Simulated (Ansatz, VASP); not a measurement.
ScBSbP3: VASP beside Ansatz

The input INCAR:

```
PREC = Accurate ; ENCUT = 520
EDIFF = 1E-6 ; ISMEAR = 0
SIGMA = 0.1 ; LREAL = False
LASPH = True ; NELM = 80
ALGO = Normal ; ISIF = 2
LWAVE = False ; LCHARG = False
GGA = PE ; NBANDS = 26
```

Contents of KPOINTS:

```
regular mesh
0
Gamma
  4 4 2
```

POSCAR

```
ScBSbP3
1.0
    2.6009420800     -3.2474849300      0.0000000000
    2.6009420800      3.2474849300      0.0000000000
    0.0000000000      0.0000000000      8.0125519700
Sc B Sb P
1 1 1 3
Direct
    0.5000000000      0.5000000000      0.5000000000
    0.0000000000      0.0000000000      0.0000000000
    0.5000000000      0.5000000000      0.0000000000
    0.0000000000      0.0000000000      0.5000000000
    0.2370213700      0.7629786300      0.5000000000
    0.7629786300      0.2370213700      0.5000000000
```

Input for Ansatz:

```yaml
crystal:
  lattice:
    - [2.60094208, -3.24748493, 0.0]
    - [2.60094208, 3.24748493, 0.0]
    - [0.0, 0.0, 8.01255197]
  atoms:
    - { symbol: Sc, position: [0.5, 0.5, 0.5] }
    - { symbol: B, position: [0.0, 0.0, 0.0] }
    - { symbol: Sb, position: [0.5, 0.5, 0.0] }
    - { symbol: P, position: [0.0, 0.0, 0.5] }
    - { symbol: P, position: [0.23702137, 0.76297863, 0.5] }
    - { symbol: P, position: [0.76297863, 0.23702137, 0.5] }
basis:
  ecutwfc: 420
kpoints:
  mp_grid: { grid: [4, 4, 2] }
hamiltonian:
  xc: pbe
scf:
  occupations: { method: gaussian, width: 0.1 }
  lower_state_search: "off"
output:
  forces: true
  stress: true
  eigenvalues: true
```

Alike in both runs: task single point; functional PBE; k mesh 4 × 4 × 2; occupations gaussian, width 0.1 eV; no spin polarisation.

|  | VASP | Ansatz |
| --- | --- | --- |
| version | VASP 6.6.1 | Ansatz 0.2.0 |
| potentials or method | VASP PAW PBE potentials, release 64 (Sc_sv, B, Sb, P), cutoff 520 eV | scalar-relativistic, plane waves, PAW |
| valence electrons in the cell | 34 | 44 |

```tsv
	VASP	Ansatz	Ansatz less VASP
gap on the k mesh at the Fermi level (eV)	none	none	-
rms of the force components (eV/Å)	4.368	4.603	+0.2348
```

Atom by atom the forces differ by 0.235 eV/Å (rms over components). A gap of «none» marks a metal or a gap that the smearing closes. VASP's potentials hold 34 valence electrons a cell and Ansatz's 44, so a difference there can come from the potentials and not from the codes.

The k mesh is coarse, so the values compare programs but aren't converged. Neither program's run includes spin-orbit coupling.
